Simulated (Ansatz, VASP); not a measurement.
**One calculation of HfC, two programs**

```
Hf C
1.0
     3.35888    0.00929    0.02678
    -1.67139    2.91752   -0.04234
     0.04167   -0.05203    5.21962
Hf C
2 2
Direct
  0.63978 0.34442 0.78450
  0.36022 0.65558 0.21550
  0.00000 0.00000 0.00000
  0.00000 0.00000 0.50000
```

Alike in both runs: task single point; functional PBEsol; k mesh 12 × 12 × 8; occupations gaussian, width 0.1 eV; no spin polarisation.

|  | VASP | Ansatz |
| --- | --- | --- |
| version | VASP 6.6.1 | Ansatz 0.2.0 |
| potentials or method | VASP PAW PBE potentials, release 64 (Hf_pv, C), cutoff 520 eV | scalar-relativistic, plane waves, PAW |
| valence electrons in the cell | 28 | 60 |

Ansatz gave:

| Property | Result |
| --- | --- |
| gap on the k mesh at the Fermi level (eV) | none |
| pressure (GPa) | -2.5 |
| traceless stress, the component that is largest in VASP (GPa) | -10.31 |
| rms of the force components (eV/Å) | 2.537 |

Problem. Estimate VASP's values.

Solution. gap on the k mesh at the Fermi level (eV): none; pressure (GPa): -3.0; traceless stress, the component that is largest in VASP (GPa): -10.31; rms of the force components (eV/Å): 2.534.

VASP's potentials were made for PBE, not for PBEsol. Atom by atom the forces differ by 0.006 eV/Å (rms over components). A gap of «none» marks a metal or a gap that the smearing closes. VASP's potentials hold 28 valence electrons a cell and Ansatz's 60, so a difference there can come from the potentials and not from the codes.

Neither program's run includes spin-orbit coupling.
